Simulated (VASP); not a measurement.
The system is Fe.

```
CELL_PARAMETERS angstrom
-1.44300 1.44300 1.44300
1.44300 -1.44300 1.44300
1.44300 1.44300 -1.44300
ATOMIC_POSITIONS crystal
Fe 0.00000 0.00000 0.00000
```

Program: VASP 6.6.1. Alike in all runs: task single point; level PBE; potentials or basis VASP PAW PBE potentials, release 64 (Fe); cell as given; k mesh 7 × 7 × 7; cutoff (eV) 600; smearing fermi-dirac 0.02 eV.

Problem. Order these runs on this cell by their pressure, lowest first.
A. spin collinear, ferromagnetic start; fixed moment (μB) 1.1
B. spin collinear, ferromagnetic start; fixed moment (μB) 2.1
C. spin collinear, ferromagnetic start; fixed moment (μB) 3.2
D. spin collinear, zero start; fixed moment (μB) 0.0
E. spin collinear, ferromagnetic start; fixed moment (μB) 4.2

Solution. D (-26.7 GPa), A (-22.2 GPa), B (-12.5 GPa), C (15.2 GPa), E (62.8 GPa).

Caveats: all runs use coarse meshes; the total moment is fixed, so each spin has its own Fermi level.
